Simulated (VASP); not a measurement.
The system is YZnC4N4.

```xyz
10
Lattice="3.7360 -3.8687 0.0000 3.7360 3.8687 0.0000 0.0000 0.0000 7.4720" Properties=species:S:1:pos:R:3 pbc="T T T"
Y     0.0000    0.0000    0.0000
Zn    3.7360    0.0000    3.7360
C     5.9828    0.0000    5.9828
C     1.4892    0.0000    1.4892
C     5.9828    0.0000    1.4892
C     1.4892    0.0000    5.9828
N     5.1555    0.0000    5.1555
N     2.3165    0.0000    2.3165
N     5.1555    0.0000    2.3165
N     2.3165    0.0000    5.1555
```

```yaml
Program: VASP 6.6.1
Task: relaxation of cell and atoms
Functional: PBE
Potentials_or_basis: VASP PAW PBE potentials, release 64 (Y_sv, Zn, C, N)
Cutoff: 600 eV
k_mesh: 4 × 4 × 4
Occupations: gaussian, width 0.1 eV
Spin: no spin polarisation
```

At the start: pressure 12.9 GPa; volume 21.60 Å³/atom.

**Question.** Where does the relaxation end?

**Answer.** Over 63 steps the energy falls by 296.1 meV/atom and the volume is 22.37 Å³/atom (+3.6 %); space group Cmmm (No. 65, to 0.1 Å) before and after.

The path:
| step | energy change (eV) | largest force (eV/Å) | pressure (GPa) | volume (Å³) |
| --- | --- | --- | --- | --- |
| 1 | 0.0000 | 3.8732 | 12.87 | 215.99 |
| 3 | -2.6619 | 2.0128 | 0.11 | 251.28 |
| 5 | -2.7090 | 0.9112 | -1.62 | 251.98 |
| 7 | -2.8444 | 0.5775 | -0.64 | 246.86 |
| 9 | -2.8483 | 1.9106 | 1.80 | 242.76 |
| 11 | -2.9073 | 0.1721 | 0.17 | 243.33 |
| 13 | -2.9108 | 0.0364 | -0.32 | 244.37 |
| 15 | -2.9144 | 0.2056 | -0.13 | 243.18 |
| 17 | -2.9157 | 0.5421 | 0.13 | 241.35 |
| 19 | -2.9166 | 0.5345 | 0.13 | 241.05 |
| 21 | -2.9198 | 0.5034 | 0.07 | 239.84 |
| 23 | -2.9231 | 0.3666 | -0.20 | 234.98 |
| 25 | -2.9250 | 0.3075 | -0.21 | 236.61 |
| 27 | -2.9265 | 0.2489 | -0.46 | 237.00 |
| 29 | -2.9303 | 0.1558 | -0.32 | 236.91 |
| 31 | -2.9331 | 0.1024 | -0.05 | 236.74 |
| 33 | -2.9336 | 0.1333 | -0.21 | 236.67 |
| 35 | -2.9351 | 0.0641 | -0.15 | 236.25 |
| 37 | -2.9363 | 0.0707 | -0.07 | 235.44 |
| 39 | -2.9376 | 0.2810 | -0.36 | 234.60 |
| 41 | -2.9381 | 0.2773 | -0.35 | 234.41 |
| 43 | -2.9401 | 0.2582 | -0.35 | 233.51 |
| 45 | -2.9456 | 0.1914 | -0.32 | 229.94 |
| 47 | -2.9464 | 0.1624 | -0.32 | 228.05 |
| 49 | -2.9504 | 0.3816 | 0.14 | 226.63 |
| 51 | -2.9511 | 0.4480 | 0.29 | 226.10 |
| 53 | -2.9547 | 0.3076 | 0.28 | 225.22 |
| 55 | -2.9559 | 0.2592 | 0.27 | 221.72 |
| 57 | -2.9580 | 0.0538 | 0.28 | 223.21 |
| 59 | -2.9591 | 0.0700 | 0.17 | 223.32 |
| 61 | -2.9605 | 0.1688 | -0.27 | 223.79 |
| 63 | -2.9610 | 0.0354 | -0.09 | 223.68 |

Final structure:
```
Y Zn C N
1.0
     3.92623   -3.49932    0.00000
     3.92623    3.49932    0.00000
     0.00000    0.00000    8.14033
Y Zn C N
1 1 4 4
Direct
  0.00000 0.00000 0.00000
  0.50000 0.50000 0.50000
  0.78047 0.78047 0.78565
  0.21953 0.21953 0.21435
  0.78047 0.78047 0.21435
  0.21953 0.21953 0.78565
  0.68022 0.68022 0.67836
  0.31978 0.31978 0.32164
  0.68022 0.68022 0.32164
  0.31978 0.31978 0.67836
```

Caveat: an odd number of electrons without spin polarisation forces a metal; a magnetic or distorted state may lie lower.
